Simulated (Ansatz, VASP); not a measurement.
One calculation of SnTe, two programs

```
CELL_PARAMETERS angstrom
0.00000 3.56234 3.56234
3.56234 0.00000 3.56234
3.56234 3.56234 0.00000
ATOMIC_POSITIONS crystal
Te 0.25000 0.25000 0.25000
Sn 0.00000 0.00000 0.00000
```

Alike in both runs: task single point; functional LDA; k mesh 7 × 7 × 7; occupations fermi-dirac, width 0.05 eV; no spin polarisation.

|  | VASP | Ansatz |
| --- | --- | --- |
| version | VASP 6.6.1 | Ansatz 0.2.0 |
| potentials or method | VASP PAW LDA potentials, release 64 (Te, Sn_d) | Ansatz PAW |
| plane-wave cutoff (eV) | 520 | 420 |
| valence electrons in the cell | 20 | 30 |

|  | VASP | Ansatz | Ansatz less VASP |
| --- | --- | --- | --- |
| gap on the k mesh at the Fermi level (eV) | 0.16 | 0.17 | +0.011 |
| least direct gap on the mesh (eV) | 0.71 | 0.72 | +0.007 |
| pressure (GPa) | -1.3 | -1.3 | -0.03 |

LDA's correlation is that of Perdew and Zunger in VASP and of Perdew and Wang (1992) in Ansatz. VASP's potentials hold 20 valence electrons a cell and Ansatz's 30, so a difference there can come from the potentials and not from the codes.

Neither program's run includes spin-orbit coupling. Noted on Ansatz's run: odd divisions of the mesh miss points on the zone boundary, where band edges often lie, so the gap on the mesh can be too wide.
